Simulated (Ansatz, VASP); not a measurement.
# NbSi: VASP beside Ansatz

The input INCAR:

```
SYSTEM = NbSi
  PREC = Accurate
  ENCUT = 520
  EDIFF = 1E-8
  ISMEAR = -1
  SIGMA = 0.05
  LREAL = .FALSE.
  LASPH = .TRUE.
  NELM = 60
  ALGO = Normal
  ISIF = 2
  LWAVE = .FALSE.
  LCHARG = .FALSE.
  GGA = PE
  LEFG = .TRUE.
  NBANDS = 16
```

The input KPOINTS:

```
Automatic mesh
0
G
  14 14 14
  0 0 0
```

POSCAR

```
NbSi
1.0
    0.0000000000      2.6241277260      2.6241277260
    2.6241277260      0.0000000000      2.6241277260
    2.6241277260      2.6241277260      0.0000000000
Nb Si
1 1
Direct
    0.0000000000      0.0000000000      0.0000000000
    0.5000000000      0.5000000000      0.5000000000
```

Input for Ansatz:

```yaml
crystal:
  lattice:
    - [0.0, 2.624127726, 2.624127726]
    - [2.624127726, 0.0, 2.624127726]
    - [2.624127726, 2.624127726, 0.0]
  atoms:
    - { symbol: Nb, position: [0.0, 0.0, 0.0] }
    - { symbol: Si, position: [0.5, 0.5, 0.5] }
kpoints:
  mp_grid: { grid: [14, 14, 14] }
scf:
  occupations: { method: fermi_dirac, width: 0.05 }
hamiltonian:
  xc: pbe
  pseudopotentials: { kind: paw }
output:
  forces: true
  stress: true
  eigenvalues: true
  efg: { contact_densities: true }
  write_density: true
  write_potential: true
  elf: true
  volumetric_format: npy
```

Change from the starting cell: volume scaled by 1.06, PAW files.

Alike in both runs: task electric field gradients; functional PBE; k mesh 14 × 14 × 14; occupations fermi-dirac, width 0.05 eV; no spin polarisation.

|  | VASP | Ansatz |
| --- | --- | --- |
| version | VASP 6.6.1 | Ansatz 0.2.0 |
| potentials or method | VASP PAW PBE potentials, release 64 (Nb_sv, Si) | PAW with Ansatz's default frozen-core files, scalar-relativistic |
| plane-wave cutoff (eV) | 520 | 420 |
| valence electrons in the cell | 17 | 17 |

Ansatz gave:

```
pressure (GPa) : -7.7
```

Which values does VASP return?

Pressure (GPa): -7.9.
